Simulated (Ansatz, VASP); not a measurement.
This is a calculation of Sb for VASP 6.6.1.

The input INCAR:

```
PREC = Accurate
ENCUT = 520
EDIFF = 1E-6
ISMEAR = 0
SIGMA = 0.01
LREAL = False
LASPH = True
NELM = 60
ALGO = Normal
ISIF = 2
LWAVE = False
LCHARG = False
GGA = PS
IVDW = 13
NBANDS = 8
```

Contents of KPOINTS:

```
regular mesh
0
Gamma
  12 12 12
```

Contents of POSCAR:

```
Sb
1.0
   -1.6074605858      1.6074605858      2.7651271982
    1.6074605858     -1.6074605858      2.7651271982
    1.6074605858      1.6074605858     -2.7651271982
Sb
1
Direct
    0.0000000000      0.0000000000      0.0000000000
```

Potentials or basis: VASP PAW PBE potentials, release 64 (Sb).

Command:

```bash
$ cat potpaw_PBE.64/Sb/POTCAR > POTCAR
$ mpirun -np 1 vasp_std > vasp.out
```

**Question.** Set up the same calculation for Ansatz 0.2.0. Potentials there: all-electron LAPW, scalar-relativistic.

**Answer.** As run (the cutoff follows the program's own potentials):

Contents of input.yaml:

```yaml
crystal:
  lattice:
    - [-1.6074605858, 1.6074605858, 2.7651271982]
    - [1.6074605858, -1.6074605858, 2.7651271982]
    - [1.6074605858, 1.6074605858, -2.7651271982]
  atoms:
    - { symbol: Sb, position: [0.0, 0.0, 0.0] }
kpoints:
  mp_grid: { grid: [12, 12, 12] }
scf:
  occupations: { method: gaussian, width: 0.01 }
hamiltonian:
  xc: pbesol
  dispersion: d4
  pseudopotentials: { kind: all_electron, lapw: { basis_error: 0.001 } }
output:
  forces: true
  stress: true
  eigenvalues: true
```

Potentials or basis: all-electron LAPW, scalar-relativistic.

The run is started by

```sh
$ ansatz run input.yaml --threads 1 --pin off --max-ram 3072MiB --backend cpu --events-out ev --progress --plain --runs-dir out
```

Both were run:

|  | VASP | Ansatz | Ansatz less VASP |
| --- | --- | --- | --- |
| gap on the k mesh at the Fermi level (eV) | none | none | - |
| pressure (GPa) | -6.2 | -6.1 | +0.03 |
| traceless stress, the component that is largest in VASP (GPa) | 0.04 | 0.07 | +0.028 |

VASP's potentials were made for PBE, not for PBEsol. A gap of «none» marks a metal or a gap that the smearing closes. Ansatz ran all-electron here, and VASP with PAW potentials.

Spin-orbit coupling is off throughout.
